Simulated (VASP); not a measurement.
# BAuCl (P-6m2) in VASP: settings compared

BAuCl is run at these levels: PBE+D3(BJ), PBE; tasks: single point.

Program: VASP 6.6.1. These are calculated values, not measurements. Logs are shortened: lines on timing, memory, paths and dates and some standing lists are left out, and cuts for length are marked.

### Step 1. The cell of the first run

It takes space group P-6m2 (No. 187, hexagonal). The conventional cell has a = 3.654 Å, b = 3.654 Å, c = 4.661 Å, α = 90.00°, β = 90.00°, γ = 120.00°. Within 2.8 Å of Au (site symmetry -6m2) lie 3 B at 2.11 Å. Cl (site symmetry -6m2) has 6 Au at 3.14 Å and 6 B at 3.14 Å and 6 Cl at 3.65 Å within 4.1 Å. Within 2.8 Å of B (site symmetry -6m2) lie 3 Au at 2.11 Å.

### Step 2. Single point, PBE+D3(BJ)

INCAR reads:

```
PREC = Accurate
ENCUT = 520
EDIFF = 1E-6
ISMEAR = 1
SIGMA = 0.001
LREAL = F
LASPH = T
NELM = 60
ALGO = Normal
ISIF = 2
LWAVE = F
LCHARG = F
GGA = PE
IVDW = 12
NBANDS = 18
```

KPOINTS reads:

```
regular mesh
0
Gamma
  5 5 5
```

POSCAR reads:

```
BAuCl
1.0
    3.6539517182     -0.0000002711      0.0000000000
   -1.8269756243      3.1644151477      0.0000000000
    0.0000000000      0.0000000000      4.6608271493
Au Cl B
1 1 1
Direct
    0.6666666667      0.3333333333      0.5000000000
    0.0000000000      0.0000000000      0.0000000000
    0.3333333333      0.6666666667      0.5000000000
```

Potentials or basis: VASP PAW PBE potentials, release 64 (Au, Cl, B).

On the command line:

```console
$ cat potpaw_PBE.64/Au/POTCAR potpaw_PBE.64/Cl/POTCAR potpaw_PBE.64/B/POTCAR > POTCAR
$ mpirun -np 1 vasp_std > vasp.out
```

OUTCAR:

```text
PREC = Accurate
   ENCUT = 520
   EDIFF = 1E-6
   ISMEAR = 1
   LREAL = F
   LASPH = T
   NELM = 60
   ISIF = 2
   GGA = PE
   IVDW = 12
 IVDW          = 12

 ion  position               nearest neighbor table
   1  0.667  0.333  0.500-   3 2.11   3 2.11   3 2.11
   2  0.000  0.000  0.000-
   3  0.333  0.667  0.500-   1 2.11   1 2.11   1 2.11

  LATTYP: Found a hexagonal cell.
 ALAT       =     3.6539517182
 C/A-ratio  =     1.2755579462

  Lattice vectors:

 A1 = (   3.6539517182,  -0.0000002711,   0.0000000000)
 A2 = (  -1.8269756243,   3.1644151477,   0.0000000000)
 A3 = (   0.0000000000,   0.0000000000,   4.6608271493)

Analysis of symmetry for initial positions (statically):
=====================================================================
 Subroutine PRICEL returns:
 Original cell was already a primitive cell.

 Routine SETGRP: Setting up the symmetry group for a
 hexagonal supercell.

 Subroutine GETGRP returns: Found 12 space group operations
 (whereof 12 operations were pure point group operations)
 out of a pool of 24 trial point group operations.

The static configuration has the point symmetry D_3h.

Analysis of symmetry for dynamics (positions and initial velocities):
=====================================================================
 Subroutine PRICEL returns:
 Original cell was already a primitive cell.

 Routine SETGRP: Setting up the symmetry group for a
 hexagonal supercell.

 Subroutine GETGRP returns: Found 12 space group operations
 (whereof 12 operations were pure point group operations)
 out of a pool of 24 trial point group operations.

The dynamic configuration has the point symmetry D_3h.

 Subroutine INISYM returns: Found 12 space group operations
 (whereof 12 operations are pure point group operations),
 and found     1 'primitive' translations

----------------------------------------------------------------------------------------

                                     Primitive cell

  volume of cell :      53.8914

  direct lattice vectors                    reciprocal lattice vectors
     3.653951718 -0.000000271  0.000000000     0.273676315  0.158007067  0.000000000
    -1.826975624  3.164415148  0.000000000     0.000000023  0.316014175  0.000000000
     0.000000000  0.000000000  4.660827149     0.000000000  0.000000000  0.214554191

  length of vectors
     3.653951718  3.653951718  4.660827149     0.316014175  0.316014175  0.214554191

  position of ions in fractional coordinates (direct lattice)
     0.666666667  0.333333333  0.500000000
     0.000000000  0.000000000  0.000000000
     0.333333333  0.666666667  0.500000000

  ion indices of the primitive-cell ions
   primitive index   ion index
                 1           1
                 2           2
                 3           3

----------------------------------------------------------------------------------------

 KPOINTS: regular mesh

Automatic generation of k-mesh.
 Grid dimensions read from file:
 generate k-points for:    5    5    5

 Generating k-lattice:

  Cartesian coordinates                     Fractional coordinates (reciprocal lattice)
     0.054735263  0.031601413  0.000000000     0.200000000  0.000000000  0.000000000
     0.000000005  0.063202835  0.000000000     0.000000000  0.200000000  0.000000000
     0.000000000  0.000000000  0.042910838     0.000000000  0.000000000  0.200000000

  Length of vectors
     0.063202835  0.063202835  0.042910838

  Shift w.r.t. Gamma in fractional coordinates (k-lattice)
     0.000000000  0.000000000  0.000000000

 Subroutine IBZKPT returns following result:
 ===========================================

 Found     15 irreducible k-points:

 Following reciprocal coordinates:
            Coordinates               Weight
  0.000000  0.000000  0.000000      1.000000
  0.200000  0.000000  0.000000      6.000000
  0.400000  0.000000  0.000000      6.000000
  0.200000  0.200000  0.000000      6.000000
  0.400000  0.200000  0.000000      6.000000
  0.000000  0.000000  0.200000      2.000000
  0.200000  0.000000  0.200000     12.000000
  0.400000  0.000000  0.200000     12.000000
  0.200000  0.200000  0.200000     12.000000
  0.400000  0.200000  0.200000     12.000000
  0.000000  0.000000  0.400000      2.000000
  0.200000  0.000000  0.400000     12.000000
  0.400000  0.000000  0.400000     12.000000
  0.200000  0.200000  0.400000     12.000000
  0.400000  0.200000  0.400000     12.000000
   k-points           NKPTS =     15   k-points in BZ     NKDIM =     15   number of bands    NBANDS=     18
   number of dos      NEDOS =    301   number of ions     NIONS =      3
   total plane-waves  NPLWV =  28224
   dimension x,y,z NGX =    28 NGY =   28 NGZ =   36
   dimension x,y,z NGXF=    56 NGYF=   56 NGZF=   72
   ions per type =               1   1   1
   NGX,Y,Z   is equivalent  to a cutoff of  12.74, 12.74, 12.84 a.u.
   NGXF,Y,Z  is equivalent  to a cutoff of  25.48, 25.48, 25.68 a.u.
 SYSTEM =  unknown system
   PREC   = accura    normal or accurate (medium, high low for compatibility)
   ISTART =      0    job   : 0-new  1-cont  2-samecut
   ICHARG =      2    charge: 1-file 2-atom 10-const
   ISPIN  =      1    spin polarized calculation?
   LNONCOLLINEAR =      F non collinear calculations
   LSORBIT =      F    spin-orbit coupling
   LASPH  =      T    aspherical Exc in radial PAW
   ENCUT  =  520.0 eV  38.22 Ry    6.18 a.u.   6.79  6.79  8.67*2*pi/ulx,y,z
   NELM   =     60;   NELMIN=  2; NELMDL= -5     # of ELM steps
   EDIFF  = 0.1E-05   stopping-criterion for ELM
   LREAL  =      F    real-space projection
   EDIFFG = 0.1E-04   stopping-criterion for IOM
   NSW    =      0    number of steps for IOM
   IBRION =     -1    ionic relax: 0-MD 1-quasi-New 2-CG
   NFREE  =      0    steps in history (QN), initial steepest desc. (CG)
   ISIF   =      2    stress and relaxation
   ISYM   =      2    0-nonsym 1-usesym 2-fastsym
   POTIM  = 0.5000    time-step for ionic-motion
   TEBEG  =    0.0;   TEEND  =   0.0 temperature during run
   PSTRESS=    0.0 pullay stress
   NELECT =      21.0000    total number of electrons
   NUPDOWN=      -1.0000    fix difference up-down
   EMIN   =  10.00;   EMAX   =-10.00  energy-range for DOS
   EFERMI =   0.00;   METHOD = LEGACY
   ISMEAR =     1;   SIGMA  =   0.00  broadening in eV -4-tet -1-fermi 0-gaus
   EFERMI_NEDOS =   21; number of points for ismear=-14 and -15
   IALGO  =     38    algorithm
   IMIX   =      4    mixing-type and parameters
     AMIX     =   0.40;   BMIX     =  1.00
     AMIX_MAG =   1.60;   BMIX_MAG =  1.00
  volume/ion in A,a.u.               =      17.96       121.23
  Fermi-wavevector in a.u.,A,eV,Ry     =   1.195753  2.259646 19.453957  1.429825
  Thomas-Fermi vector in A             =   2.331711
   LORBIT       =      0    0 simple, 1 ext, 2 COOP (PROOUT), +10 PAW based schemes
   GGA     = PE    functional components
   LHFCALC =     F    Hartree Fock is set to
   AEXX    =    0.0000 exact exchange contribution
   IVDW    =    12    specifies the selected vdW correction
   LEPSILON=     F    determine dielectric tensor
   LRPA    =     F    only Hartree local field effects (RPA)
 non-spin polarized calculation
 Methfessel and Paxton  Order N= 1 SIGMA  =   0.00
  energy-cutoff  :      520.00
  volume of cell :       53.89
 maximum number of plane-waves:      1464
 NGX is ok and might be reduce to    28
   NGX = 13   NGY = 13   NGZ = 17

 number of electron      21.0000000 magnetization

 Free energy of the ion-electron system (eV)
  ---------------------------------------------------
  ext. energy  EPLUGINS =         0.00000000
  ---------------------------------------------------
  free energy    TOTEN  =        -9.64722191 eV

  energy without entropy =       -9.64720483  energy(sigma->0) =       -9.64721622

 E-fermi :   4.0084     XC(G=0): -10.2405

 val. band max:        3.9212593554   @ k =   0.2000   0.2000   0.4000
 cond. band min:       4.0088173845   @ k =   0.4000   0.0000   0.4000
 fundamental gap:      0.0875580292
 Fermi energy:         4.0084458283

 k-point     1 :       0.0000    0.0000    0.0000
  band No.  band energies     occupation
      1     -10.4692      2.00000
      2      -4.9082      2.00000
      3      -2.3840      2.00000
      4      -2.3840      2.00000
      5       0.1930      2.00000
      6       0.1930      2.00000
[... 10 lines left out ...]
     17      15.2669      0.00000
     18      16.3304      0.00000

 k-point     2 :       0.2000    0.0000    0.0000
  band No.  band energies     occupation
      1     -10.2948      2.00000
      2      -4.5713      2.00000
      3      -2.2896      2.00000
      4      -1.9906      2.00000
      5      -0.7265      2.00000
      6       0.1423      2.00000
[... 10 lines left out ...]
     17      14.5364      0.00000
     18      16.2119      0.00000

 k-point     3 :       0.4000    0.0000    0.0000
  band No.  band energies     occupation
      1      -9.9915      2.00000
      2      -4.1741      2.00000
      3      -1.3226      2.00000
      4      -1.1735      2.00000
      5      -1.1535      2.00000
      6      -0.1576      2.00000
[... 10 lines left out ...]
     17      15.4578      0.00000
     18      16.7350      0.00000

 k-point     4 :       0.2000    0.2000    0.0000
  band No.  band energies     occupation
      1     -10.0537      2.00000
      2      -4.1365      2.00000
      3      -2.0168      2.00000
      4      -1.1436      2.00000
      5      -1.0134      2.00000
      6      -0.1025      2.00000
[... 186 lines left out ...]
      4      -1.1407      2.00000
      5      -0.9166      2.00000
      6      -0.1750      2.00000
[... 10 lines left out ...]
     17      16.2500      0.00000
     18      17.1064      0.00000

 k-point    14 :       0.2000    0.2000    0.4000
  band No.  band energies     occupation
      1      -9.9920      2.00000
      2      -4.2332      2.00000
      3      -2.3082      2.00000
      4      -1.1888      2.00000
      5      -0.8011      2.00000
      6      -0.1907      2.00000
[... 10 lines left out ...]
     17      16.0004      0.00000
     18      16.3743      0.00000

 k-point    15 :       0.4000    0.2000    0.4000
  band No.  band energies     occupation
      1      -9.8731      2.00000
      2      -3.7635      2.00000
      3      -1.5554      2.00000
      4      -1.1781      2.00000
      5      -0.6481      2.00000
      6      -0.2308      2.00000
[... 10 lines left out ...]
     17      16.1067      0.00000
     18      16.9827      0.00000

------------------------ aborting loop because EDIFF is reached ----------------------------------------

 Edisp (eV)   -0.86265

 E8    (eV) :    -0.3397

  FORCE on cell =-STRESS in cart. coord.  units (eV):
  Direction    XX          YY          ZZ          XY          YZ          ZX
  --------------------------------------------------------------------------------------
  -------------------------------------------------------------------------------------
  Total      -0.12678    -0.12678    -0.17548    -0.00000    -0.00000     0.00000
  in kB      -3.76901    -3.76901    -5.21708    -0.00000    -0.00000     0.00000
  external pressure =       -4.25 kB  Pullay stress =        0.00 kB

 VOLUME and BASIS-vectors are now :
 -----------------------------------------------------------------------------
  energy-cutoff  :      520.00
  volume of cell :       53.89
      direct lattice vectors                 reciprocal lattice vectors
     3.653951718 -0.000000271  0.000000000     0.273676315  0.158007067  0.000000000
    -1.826975624  3.164415148  0.000000000     0.000000023  0.316014175  0.000000000
     0.000000000  0.000000000  4.660827149     0.000000000  0.000000000  0.214554191

 POSITION                                       TOTAL-FORCE (eV/Angst)
 -----------------------------------------------------------------------------------
      1.82698      1.05480      2.33041        -0.000000      0.000000      0.000000
      0.00000      0.00000      0.00000        -0.000000      0.000000      0.000000
      0.00000      2.10961      2.33041         0.000000     -0.000000      0.000000
 -----------------------------------------------------------------------------------
    total drift:                                0.000001     -0.000000      0.000000

  FREE ENERGIE OF THE ION-ELECTRON SYSTEM (eV)
  ---------------------------------------------------
  free  energy   TOTEN  =       -10.5098685666 eV

  energy  without entropy=      -10.5098514907  energy(sigma->0) =      -10.50986287
```

Run time: 15 s. Hardware: 1 thread of Intel Xeon Platinum 8259CL at 2.50GHz (Skylake/Cascade Lake), shared host; peak memory 0.18 GiB.

Results:

```yaml
Free_energy: -10.5099 eV
Pressure: -0.4 GPa
Dispersion_energy_per_atom: -0.288 eV
```

Caveat: the k points lie up to 0.40 Å⁻¹ apart; three body term missing; spin-orbit coupling is left out, which moves the levels of the heavy elements; an odd number of electrons without spin polarisation forces a metal; a magnetic or distorted state may lie lower; pairwise dispersion overbinds metals, which lowers pressure and volume.

### Step 3. Single point, PBE

This run uses another cell than the first one, of 18.61 Å³/atom, 1.036 times its volume.

INCAR reads:

```
SYSTEM = BAuCl
PREC     = Accurate       ! precision mode
ENCUT    = 520            ! plane-wave cutoff, eV
EDIFF    = 1E-6           ! SCF threshold, eV
ISMEAR   = -1             ! smearing method
SIGMA    = 0.1            ! smearing width, eV
LREAL    = .False.        ! projectors in reciprocal space
LASPH    = .True.         ! aspherical terms in the spheres
NELM     = 60             ! most SCF steps
ALGO     = Normal         ! electronic algorithm
ISIF     = 2              ! what is computed and relaxed
LWAVE    = .False.        ! write WAVECAR
LCHARG   = .False.        ! write CHGCAR
GGA      = PE             ! functional
NBANDS   = 18             ! bands
```

KPOINTS reads:

```
Automatic mesh
0
Gamma
  5 5 5
  0 0 0
```

POSCAR reads:

```
BAuCl
1.0
    3.6683400873     -0.0000002722      0.0000000000
   -1.8341698080      3.1768758414      0.0000000000
    0.0000000000      0.0000000000      4.7895193212
Au Cl B
1 1 1
Direct
    0.6666666667      0.3333333333      0.5000000000
    0.0000000000      0.0000000000      0.0000000000
    0.3333333333      0.6666666667      0.5000000000
```

Potentials or basis: VASP PAW PBE potentials, release 64 (Au, Cl, B).

On the command line:

```console
$ cat potpaw_PBE.64/Au/POTCAR potpaw_PBE.64/Cl/POTCAR potpaw_PBE.64/B/POTCAR > POTCAR
$ mpirun -np 1 vasp_std > vasp.out
```

OUTCAR:

```text
SYSTEM = BAuCl
   PREC = Accurate
   ENCUT = 520
   EDIFF = 1E-6
   ISMEAR = -1
   LREAL = .False.
   LASPH = .True.
   NELM = 60
   ISIF = 2
   GGA = PE

 ion  position               nearest neighbor table
   1  0.667  0.333  0.500-   3 2.12   3 2.12   3 2.12
   2  0.000  0.000  0.000-
   3  0.333  0.667  0.500-   1 2.12   1 2.12   1 2.12

  LATTYP: Found a hexagonal cell.
 ALAT       =     3.6683400873
[... 497 lines left out ...]

  FORCE on cell =-STRESS in cart. coord.  units (eV):
  Direction    XX          YY          ZZ          XY          YZ          ZX
  --------------------------------------------------------------------------------------
  -------------------------------------------------------------------------------------
  Total       -0.0026000     -0.0026000     -0.0630015      0.0000000      0.0000000      0.0000000
  in kB       -0.0746322     -0.0746322     -1.8084210      0.0000000      0.0000000      0.0000000
  external PRESSURE =      -0.6525618 kB  Pullay stress =       0.0000000 kB

 VOLUME and BASIS-vectors are now :
 -----------------------------------------------------------------------------
  energy-cutoff  :      520.00
  volume of cell :       55.82
      direct lattice vectors                 reciprocal lattice vectors
     3.668340087 -0.000000272  0.000000000     0.272602872  0.157387315  0.000000000
    -1.834169808  3.176875841  0.000000000     0.000000023  0.314774669  0.000000000
     0.000000000  0.000000000  4.789519321     0.000000000  0.000000000  0.208789219

 POSITION                                       TOTAL-FORCE (eV/Angst)
 -----------------------------------------------------------------------------------
      1.83417      1.05896      2.39476        -0.000000      0.000000      0.000000
      0.00000      0.00000      0.00000        -0.000000      0.000000      0.000000
      0.00000      2.11792      2.39476         0.000000     -0.000000      0.000000
 -----------------------------------------------------------------------------------
    total drift:                                0.000001     -0.000000      0.000000

  FREE ENERGIE OF THE ION-ELECTRON SYSTEM (eV)
  ---------------------------------------------------
  free  energy   TOTEN  =        -9.6842379849 eV

  energy  without entropy=       -9.6466020997  energy(sigma->0) =       -9.66542004
```

stdout:

```text
POSCAR found type information on POSCAR AuClB
 POSCAR found :  3 types and       3 ions
 scaLAPACK will be used
 LDA part: xc-table for (Slater+PW92), standard interpolation
 POSCAR, INCAR and KPOINTS ok, starting setup
 FFT: planning ... GRIDC
 FFT: planning ... GRID_SOFT
 FFT: planning ... GRID
 WAVECAR not read
 entering main loop
```

Wall time 14 s (1 thread of Intel Xeon Platinum 8259CL at 2.50GHz (Skylake/Cascade Lake), shared host); peak memory 0.18 GiB.

What came out:

| Item | Value |
| --- | --- |
| Free energy | -9.6842 eV |
| Pressure | -0.1 GPa |

Caveat: the k points lie up to 0.40 Å⁻¹ apart; spin-orbit coupling is left out, which moves the levels of the heavy elements; an odd number of electrons without spin polarisation forces a metal; a magnetic or distorted state may lie lower.

### Step 4. Single point, PBE

This run uses another cell than the first one, of 18.61 Å³/atom, 1.036 times its volume.

INCAR reads:

```
SYSTEM = BAuCl
PREC = Accurate ; ENCUT = 520
EDIFF = 1E-6 ; ISMEAR = -1
SIGMA = 0.1 ; LREAL = .False.
LASPH = .True. ; NELM = 60
ALGO = Normal ; ISIF = 2
LWAVE = .False. ; LCHARG = .False.
GGA = PE ; NBANDS = 18
```

KPOINTS is that of step 3.

POSCAR reads:

```
BAuCl
1.0
    3.6683409260     -0.0000002722      0.0000000000
   -1.8341702273      3.1768765678      0.0000000000
    0.0000000000      0.0000000000      4.7895169405
Au Cl B
1 1 1
Direct
    0.6666666667      0.3333333333      0.5000000000
    0.0000000000      0.0000000000      0.0000000000
    0.3333333333      0.6666666667      0.5000000000
```

On the command line:

```console
$ cat potpaw_PBE.64/Au/POTCAR potpaw_PBE.64/Cl/POTCAR potpaw_PBE.64/B/POTCAR > POTCAR
$ mpirun -np 1 vasp_std > vasp.out
```

It took 14 s on 1 thread of Intel Xeon Platinum 8259CL at 2.50GHz (Skylake/Cascade Lake), shared host; peak memory 0.17 GiB.

It converged, with:

- Free energy: -9.6842 eV
- Pressure: -0.1 GPa

Stress tensor (GPa, compression positive):
```
-0.01  0.00  0.00
 0.00 -0.01  0.00
 0.00  0.00 -0.18
```

Levels at points of the mesh, in eV from the Fermi level:
| k point | band 8 | band 9 | band 10 | band 11 | band 12 | band 13 |
| --- | --- | --- | --- | --- | --- | --- |
| (0.00, 0.00, 0.00) | -3.04 | -0.83 | -0.83 | 2.45 | 4.85 | 4.85 |

Caveat: the k points lie up to 0.40 Å⁻¹ apart; spin-orbit coupling is left out, which moves the levels of the heavy elements; an odd number of electrons without spin polarisation forces a metal; a magnetic or distorted state may lie lower.
